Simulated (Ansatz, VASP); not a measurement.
# Zr2B3 in VASP and in Ansatz

File INCAR:

```
SYSTEM = Zr2B3
ALGO = Normal ; EDIFF = 1E-7
ENCUT = 520 ; GGA = PE
ISIF = 2 ; ISMEAR = 0
LASPH = .TRUE. ; LCHARG = .TRUE.
LELF = .TRUE. ; LREAL = .FALSE.
LVHAR = .TRUE. ; LWAVE = .FALSE.
NBANDS = 24 ; NELM = 80
PREC = Accurate ; SIGMA = 0.1
```

File KPOINTS:

```
k-points
0
G
  6 6 4
  0 0 0
```

File POSCAR:

```
Zr2B3
1.0
    3.3065354200      0.0000000000      0.0000000000
   -1.6532677100      2.8635436700      0.0000000000
    0.0000000000      0.0000000000      6.2578578000
Zr B
2 3
Direct
    0.0000000000      0.0000000000      0.3172156700
    0.0000000000      0.0000000000      0.6827843300
    0.5000000000      0.0000000000      0.5000000000
    0.0000000000      0.5000000000      0.5000000000
    0.5000000000      0.5000000000      0.5000000000
```

Input for Ansatz:

```yaml
crystal:
  lattice:
    - [3.30653542, 0.0, 0.0]
    - [-1.65326771, 2.86354367, 0.0]
    - [0.0, 0.0, 6.2578578]
  atoms:
    - { symbol: Zr, position: [0.0, 0.0, 0.31721567] }
    - { symbol: Zr, position: [0.0, 0.0, 0.68278433] }
    - { symbol: B, position: [0.5, 0.0, 0.5] }
    - { symbol: B, position: [0.0, 0.5, 0.5] }
    - { symbol: B, position: [0.5, 0.5, 0.5] }
basis:
  ecutwfc: 420
kpoints:
  mp_grid: { grid: [6, 6, 4] }
hamiltonian:
  xc: pbe
scf:
  occupations: { method: gaussian, width: 0.1 }
  lower_state_search: "off"
output:
  forces: true
  stress: true
  eigenvalues: true
```

Alike in both runs: task single point; functional PBE; k mesh 6 × 6 × 4; occupations gaussian, width 0.1 eV; no spin polarisation.

```csv
,VASP,Ansatz
version,VASP 6.6.1,Ansatz 0.2.0
potentials or method,"VASP PAW PBE potentials, release 64 (Zr_sv, B), cutoff 520 eV","scalar-relativistic, plane waves, PAW"
valence electrons in the cell,33,33
```

VASP gave:

```
gap on the k mesh at the Fermi level (eV) : none
rms of the force components (eV/Å)        : 8.925
```

Q: Which values does Ansatz return?

A: gap on the k mesh at the Fermi level (eV): none; rms of the force components (eV/Å): 8.862.

Atom by atom the forces differ by 0.063 eV/Å (rms over components). A gap of «none» marks a metal or a gap that the smearing closes. With one functional, cell and mesh, what is left measures potentials, basis and numerics.

The k mesh is coarse, so the values compare programs but aren't converged.
